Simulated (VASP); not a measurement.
HfO2, 12 atoms in the cell. It takes space group Pca2_1 (No. 29, orthorhombic). Conventional cell: a = 5.288 Å, b = 5.071 Å, c = 5.099 Å, α = 90.00°, β = 90.00°, γ = 90.00°. Hf (site symmetry 1) has 7 O at 2.05 to 2.26 Å within 2.7 Å. O (site symmetry 1) has 3 Hf at 2.05 to 2.16 Å and 1 O at 2.55 Å within 2.7 Å. O (site symmetry 1) has 4 Hf at 2.14 to 2.26 Å and 5 O at 2.55 to 2.67 Å within 2.8 Å. 

- Program: VASP 6.6.1
- Task: single point
- Functional: RPBE
- Potentials or basis: VASP PAW PBE potentials, release 64 (Hf_pv, O)
- Cutoff: 520 eV
- k mesh: 5 × 6 × 5
- Occupations: fermi-dirac, width 0.05 eV
- Spin: no spin polarisation
- Dipole correction: no
- Further INCAR settings: ALGO = Normal; EDIFF = 1e-06; NBANDS = 56

Potentials or basis: VASP PAW PBE potentials, release 64 (Hf_pv, O).

Command:

```console
$ cat potpaw_PBE.64/Hf_pv/POTCAR potpaw_PBE.64/O/POTCAR > POTCAR
$ mpirun -np 1 vasp_std > vasp.out
```

Hardware: 1 thread of Intel(R) Xeon(R) Platinum 8488C (Sapphire Rapids), with other jobs on the host.

Task: How long does it take, and how much memory?

Result: Run time: 3.7 min on 1 thread of Intel(R) Xeon(R) Platinum 8488C (Sapphire Rapids), on a shared host, peak memory 0.36 GiB. Counts: scf iterations 16, k points 36.
